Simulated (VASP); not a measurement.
## Ni2N: relaxation of cell and atoms with PBE

The system is Ni2N.

```
Ni N
1.0
     3.45346    0.00000    0.00000
     0.00000    3.45346    0.00000
     0.00000    0.00000    3.01768
Ni N
2 1
Direct
  0.00000 0.50000 0.00000
  0.50000 0.00000 0.00000
  0.00000 0.00000 0.00000
```

The cell was generated, and may not be a known phase.

```
Program                : VASP 6.6.1
Task                   : relaxation of cell and atoms
Functional             : PBE
Potentials or basis    : VASP PAW PBE potentials, release 64 (Ni, N)
Cutoff                 : 600 eV
k mesh                 : 6 × 6 × 6
Occupations            : gaussian, width 0.1 eV
Spin                   : collinear spin, ferromagnetic start
Starting moments       : [2.0, 2.0, 0.0] μB
Dipole correction      : no
Further INCAR settings : ALGO = Normal; EDIFF = 1e-07; IBRION = 2; EDIFFG = -0.04; NSW = 90; ISIF = 3
```

| Property | Result |
| --- | --- |
| Relaxed volume | 11.74 Å³/atom |
| Relaxed cell | a = 3.581 Å, b = 3.581 Å, c = 2.747 Å, α = 90.00°, β = 90.00°, γ = 90.00° |
| Space group after relaxing (to 0.1 Å) | P4/mmm (No. 123) |
| Energy gained by relaxing | 62.6 meV/atom |
| Ionic steps | 12 |
| Pressure after relaxing | 0.0 GPa |
| Net moment | 0.00 μB per cell |
| Valence electrons inside the program's atomic spheres | Ni 9.44; N 3.70 |

Step by step:
```csv
step,energy change (eV),largest force (eV/Å),pressure (GPa),volume (Å³)
1,0.0000,0.0000,15.37,35.99
2,0.1648,0.0000,-16.98,42.24
3,-0.1523,0.0000,-1.26,38.38
4,-0.1525,0.0000,-0.83,38.30
5,-0.1525,0.0000,-0.56,38.25
6,-0.1565,0.0000,-0.56,38.00
7,-0.1694,0.0000,-0.51,37.23
8,-0.1862,0.0000,0.07,35.70
9,-0.1877,0.0000,0.54,35.03
10,-0.1877,0.0000,0.43,35.17
11,-0.1839,0.0000,-2.39,35.55
12,-0.1879,0.0000,-0.02,35.23
```

Final structure:
```
Ni N
1.0
     3.58109    0.00000    0.00000
     0.00000    3.58109    0.00000
     0.00000    0.00000    2.74684
Ni N
2 1
Direct
  0.00000 0.50000 0.00000
  0.50000 0.00000 0.00000
  0.00000 0.00000 0.00000
```

Levels at points of the mesh, in eV from the Fermi level:
Spin up:
```tsv
k point	band 10	band 11	band 12	band 13	band 14	band 15
(0.00, 0.00, 0.00)	-1.23	-1.03	-0.76	-0.76	-0.59	2.88
(0.50, 0.00, 0.00)	-1.36	-0.99	-0.89	-0.10	1.11	4.08
(0.50, 0.50, 0.00)	-1.19	-0.53	-0.49	0.60	0.60	2.04
(0.00, 0.00, 0.50)	-1.22	-1.22	-0.57	-0.23	-0.23	3.58
(0.50, 0.00, 0.50)	-1.28	-0.51	-0.18	0.06	0.55	3.09
(0.50, 0.50, 0.50)	-0.40	-0.40	0.96	1.94	1.94	3.24
```
Spin down:
```tsv
k point	band 9	band 10	band 11	band 12	band 13	band 14	band 15	band 16
(0.00, 0.00, 0.00)	-1.81	-1.23	-1.03	-0.76	-0.76	-0.59	2.88	7.45
(0.50, 0.00, 0.00)	-1.67	-1.36	-0.99	-0.89	-0.10	1.11	4.08	5.59
(0.50, 0.50, 0.00)	-1.40	-1.19	-0.53	-0.49	0.60	0.60	2.04	8.83
(0.00, 0.00, 0.50)	-1.62	-1.22	-1.22	-0.57	-0.23	-0.23	3.58	5.86
(0.50, 0.00, 0.50)	-1.57	-1.28	-0.51	-0.18	0.06	0.55	3.09	6.63
(0.50, 0.50, 0.50)	-0.83	-0.40	-0.40	0.96	1.94	1.94	3.24	3.68
```

Wall time 3.8 min on 1 thread of Intel(R) Xeon(R) 6975P-C (Granite Rapids), on a shared host, peak memory 0.2 GiB.

Caveat: the moments typed at the start vanished in this run. With open d or f shells a metallic result of PBE can be an artefact of self-interaction; +U or a hybrid may open a gap.
